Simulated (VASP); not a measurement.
BN: single point with PBE

The system is BN.

```
CELL_PARAMETERS angstrom
0.00000 1.88075 1.88075
1.88075 0.00000 1.88075
1.88075 1.88075 0.00000
ATOMIC_POSITIONS crystal
B 0.00000 0.00000 0.00000
N 0.75000 0.75000 0.75000
```

This cell differs from its parent crystal: strained.

```
Program             : VASP 6.6.1
Task                : single point
Functional          : PBE
Potentials or basis : VASP PAW PBE potentials, release 64 (B, N)
Cutoff              : 600 eV
k mesh              : 12 × 12 × 12
Occupations         : gaussian, width 0.02 eV
Spin                : no spin polarisation
```

- Pressure: -33.8 GPa
- Band gap on the k mesh: 4.32 eV, indirect (least direct gap 8.25 eV)

Levels at points of the mesh, in eV from the valence-band top:
| k point | band 1 | band 2 | band 3 | band 4 | band 5 | band 6 | band 7 | band 8 | band 9 |
| --- | --- | --- | --- | --- | --- | --- | --- | --- | --- |
| (0.00, 0.00, 0.00) | -18.94 | 0.00 | 0.00 | 0.00 | 8.25 | 8.25 | 8.25 | 8.48 | 22.59 |
| (0.50, 0.00, 0.00) | -15.27 | -9.65 | -1.73 | -1.73 | 8.64 | 10.04 | 10.04 | 14.03 | 21.86 |
| (0.50, 0.50, 0.00) | -14.06 | -8.18 | -4.35 | -4.35 | 4.32 | 8.55 | 16.16 | 16.16 | 18.89 |

Wall time 5.9 s on 1 thread of Intel Xeon 6975P-C, on a shared host, peak memory 0.14 GiB.

Caveat: the cell differs from its parent crystal (strained). A k mesh can miss the band edges.
